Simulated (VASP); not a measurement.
Input of a VASP 6.6.1 run:

POSCAR

```
AlN
1.0
    0.0000000000      2.0592458212      1.9894038838
    2.0592458212      0.0000000000      1.9894038838
    2.0592458212      2.0592458212      0.0000000000
Al N
1 1
Direct
    0.0000000000      0.0000000000      0.0000000000
    0.5000000000      0.5000000000      0.5000000000
```

The input INCAR.step1:

```
  ALGO = Normal
  EDIFF = 1E-4
  ENCUT = 520
  GGA = PE
  ISMEAR = 0
  LASPH = True
  LCHARG = False
  LREAL = False
  LWAVE = True
  NBANDS = 11
  NELM = 100
  PREC = Accurate
  SIGMA = 0.01
```

INCAR.step2

```
  ALGO = Normal
  EDIFF = 1E-6
  ENCUT = 520
  ISIF = 2
  ISMEAR = 0
  ISTART = 1
  LASPH = True
  LCHARG = False
  LMIXTAU = True
  LREAL = False
  LWAVE = False
  METAGGA = R2SCAN
  NBANDS = 11
  NELM = 100
  PREC = Accurate
  SIGMA = 0.01
```

KPOINTS

```
k-points
0
Gamma
  10 10 10
```

Potentials or basis: VASP PAW PBE potentials, release 64 (Al, N).

Command:

```bash
$ cat potpaw_PBE.64/Al/POTCAR potpaw_PBE.64/N/POTCAR > POTCAR
$ cp INCAR.step1 INCAR
$ mpirun -np 1 vasp_std > vasp.out
$ cp INCAR.step2 INCAR
$ mpirun -np 1 vasp_std > vasp.out
```

(1) Estimate the pressure.

(2) Estimate the band gap on the k mesh.

Answers

(1) -6.7 GPa.

(2) 5.01 eV, indirect (least direct gap 6.10 eV).

Caveat: the cell differs from its parent crystal (epitaxial xy strain +2.0%); the PAW data sets were made with another functional, which shifts forces and pressure a little.
